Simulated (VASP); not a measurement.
Write the native input for VASP 6.6.1 that does the following.

* Task: relaxation of cell and atoms
* Functional: PBE
* Potentials or basis: VASP PAW PBE potentials, release 64 (Si, Sn_d)
* Cutoff: 600 eV
* k mesh: 18 × 18 × 8
* Occupations: gaussian, width 0.1 eV
* Spin: no spin polarisation
* Dipole correction: no
* Further INCAR settings: ALGO = Normal; EDIFF = 1e-06; IBRION = 2; EDIFFG = -0.01; NSW = 100; ISIF = 3

The structure of Si3Sn lies in POSCAR:

```
Si3Sn
1.0
    3.5639225770      0.0000000000      0.0000000000
   -1.7819612885      3.0864474888      0.0000000000
    0.0000000000      0.0000000000      7.1717262019
Si Sn
3 1
Direct
    0.3333333333      0.6666666667      0.6944688051
    0.3333333333      0.6666666667      0.3055311949
    0.6666666667      0.3333333333      0.5000000000
    0.6666666667      0.3333333333      0.0000000000
```

These files were run (other wordings do the same):

INCAR

```
SYSTEM = Si3Sn
PREC = Accurate ; ENCUT = 600
EDIFF = 1E-6 ; ISMEAR = 0
SIGMA = 0.1 ; LREAL = .FALSE.
LASPH = .TRUE. ; NELM = 100
ALGO = Normal ; ISIF = 3
LWAVE = .FALSE. ; LCHARG = .FALSE.
GGA = PE ; IBRION = 2
NSW = 100 ; EDIFFG = -0.01
```

KPOINTS

```
Automatic mesh
0
G
  18 18 8
  0 0 0
```

Potentials or basis: VASP PAW PBE potentials, release 64 (Si, Sn_d).

Run with:

```sh
$ cat potpaw_PBE.64/Si/POTCAR potpaw_PBE.64/Sn_d/POTCAR > POTCAR
$ mpirun -np 1 vasp_std > vasp.out
```

Results of the run:

```
Relaxed volume                         : 19.70 Å³/atom
Relaxed cell                           : a = 3.570 Å, b = 3.570 Å, c = 7.140 Å, α = 90.00°, β = 90.00°, γ = 120.00°
Space group after relaxing (to 0.05 Å) : P-6m2 (No. 187)
Energy gained by relaxing              : 0.2 meV/atom
Ionic steps                            : 6
Pressure after relaxing                : 0.0 GPa
Largest force after relaxing           : 0.005 eV/Å
Band gap on the k mesh                 : zero (band 13 reaches 10.42 eV, above the bottom of band 14 at 6.00 eV)
```

Caveat: spin-orbit coupling is left out, which moves the levels of the heavy elements.

Run time: 9 min on 1 thread of AMD EPYC 7R43 64-Core Processor (Zen 3) (shared host), peak memory 0.39 GiB.
